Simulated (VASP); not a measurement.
A run of VASP 6.6.1 is set up as follows.

File POSCAR:

```
LiCl
1.0
    0.0000000000      2.5491910000      2.5491910000
    2.5491910000      0.0000000000      2.5491910000
    2.5491910000      2.5491910000      0.0000000000
Li Cl
1 1
Direct
    0.0000000000      0.0000000000      0.0000000000
    0.5000000000      0.5000000000      0.5000000000
```

The input INCAR.step1:

```
SYSTEM = LiCl
  ALGO = Normal
  EDIFF = 1E-4
  ENCUT = 520
  GGA = PE
  ISMEAR = -5
  LASPH = .TRUE.
  LCHARG = .FALSE.
  LREAL = .FALSE.
  LWAVE = .TRUE.
  NBANDS = 12
  NELM = 80
  PREC = Accurate
  SIGMA = 0.1
```

The input INCAR.step2:

```
SYSTEM = LiCl
  ALGO = Normal
  EDIFF = 1E-6
  ENCUT = 520
  ISIF = 2
  ISMEAR = -5
  ISTART = 1
  LASPH = .TRUE.
  LCHARG = .TRUE.
  LELF = .TRUE.
  LMIXTAU = .TRUE.
  LREAL = .FALSE.
  LVHAR = .TRUE.
  LWAVE = .FALSE.
  METAGGA = R2SCAN
  NBANDS = 12
  NELM = 80
  PREC = Accurate
  SIGMA = 0.1
```

The input KPOINTS:

```
k-points
0
G
  6 6 6
  0 0 0
```

Potentials or basis: VASP PAW PBE potentials, release 64 (Li_sv, Cl).

Command:

```bash
$ cat potpaw_PBE.64/Li_sv/POTCAR potpaw_PBE.64/Cl/POTCAR > POTCAR
$ cp INCAR.step1 INCAR
$ mpirun -np 1 vasp_std > vasp.out
$ cp INCAR.step2 INCAR
$ mpirun -np 1 vasp_std > vasp.out
```

Q: Estimate the band gap on the k mesh.

A: 7.41 eV, direct.

 A k mesh can miss the band edges.
